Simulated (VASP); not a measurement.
Crystal: BiS2.

```xyz
6
Lattice="-3.5431 3.5261 2.7689 3.5166 -3.5642 2.7842 3.5652 3.5863 -2.8193" Properties=species:S:1:pos:R:3 pbc="T T T"
Bi    0.1134   -0.0859   -0.1003
Bi   -0.0315    3.5815    1.3921
S     1.8571    1.7508    0.6795
S     1.5482    5.5426    2.1000
S    -1.7009    1.6176    2.1340
S    -1.9716    5.3733    0.6635
```

| Property | Result |
| --- | --- |
| Program | VASP 6.6.1 |
| Task | relaxation of cell and atoms |
| Functional | PBEsol |
| Potentials or basis | VASP PAW PBE potentials, release 64 (Bi_d, S) |
| Cutoff | 600 eV |
| k mesh | 4 × 4 × 4 |
| Occupations | fermi-dirac, width 0.05 eV |
| Spin | no spin polarisation |

At the start: pressure 2.0 GPa; volume 23.31 Å³/atom.

Task: Where does the relaxation end?

Result: Over 53 steps the energy falls by 133.9 meV/atom and the volume is 23.67 Å³/atom (+1.6 %); space group P1 (No. 1, to 0.1 Å) before, C2/c (No. 15, to 0.1 Å).

Step by step:
| step | energy change (eV) | largest force (eV/Å) | pressure (GPa) | volume (Å³) |
| --- | --- | --- | --- | --- |
| 1 | 0.0000 | 0.9200 | 2.01 | 139.84 |
| 3 | -0.1545 | 0.4045 | -2.24 | 144.95 |
| 5 | -0.3237 | 0.3651 | 0.91 | 135.37 |
| 7 | -0.0576 | 0.9780 | 3.65 | 129.94 |
| 9 | -0.4579 | 0.7441 | 1.11 | 133.10 |
| 11 | -0.5414 | 0.7461 | 0.05 | 135.58 |
| 13 | -0.6644 | 0.2072 | 0.25 | 137.63 |
| 15 | -0.6863 | 0.1304 | -0.32 | 139.62 |
| 17 | -0.6921 | 0.1052 | 0.34 | 138.84 |
| 19 | -0.6958 | 0.1044 | -0.11 | 139.85 |
| 21 | -0.7034 | 0.1282 | -0.06 | 139.77 |
| 23 | -0.7042 | 0.1707 | -0.01 | 139.74 |
| 25 | -0.7097 | 0.1563 | 0.01 | 139.66 |
| 27 | -0.7160 | 0.1944 | 0.10 | 139.62 |
| 29 | -0.7282 | 0.1966 | 0.26 | 140.39 |
| 31 | -0.7400 | 0.2708 | -0.12 | 141.82 |
| 33 | -0.7679 | 0.1420 | 0.09 | 141.51 |
| 35 | -0.7703 | 0.1176 | 0.20 | 141.39 |
| 37 | -0.7877 | 0.1529 | -0.11 | 142.37 |
| 39 | -0.7926 | 0.1274 | -0.07 | 142.18 |
| 41 | -0.8004 | 0.0773 | 0.03 | 141.83 |
| 43 | -0.8029 | 0.0359 | -0.07 | 141.92 |
| 45 | -0.8032 | 0.0172 | 0.08 | 141.67 |
| 47 | -0.8033 | 0.0172 | 0.00 | 141.87 |
| 49 | -0.8035 | 0.0161 | -0.03 | 141.97 |
| 51 | -0.8036 | 0.0141 | 0.01 | 141.97 |
| 53 | -0.8037 | 0.0093 | -0.01 | 142.03 |

Final structure:
```xyz
6
Lattice="-3.9955 3.9895 2.7549 3.7890 -3.7892 2.2151 3.7906 3.5782 -2.4848" Properties=species:S:1:pos:R:3 pbc="T T T"
Bi    3.5563    3.7747    2.0585
Bi   -0.1695    3.8236    0.9957
S     1.7400    1.7869    0.8166
S     1.8554   -1.7561    1.9658
S    -1.9842    2.0690    2.2246
S     1.5845    1.9519    3.3135
```

Caveat: the PAW data sets were made with another functional, which shifts forces and pressure a little.
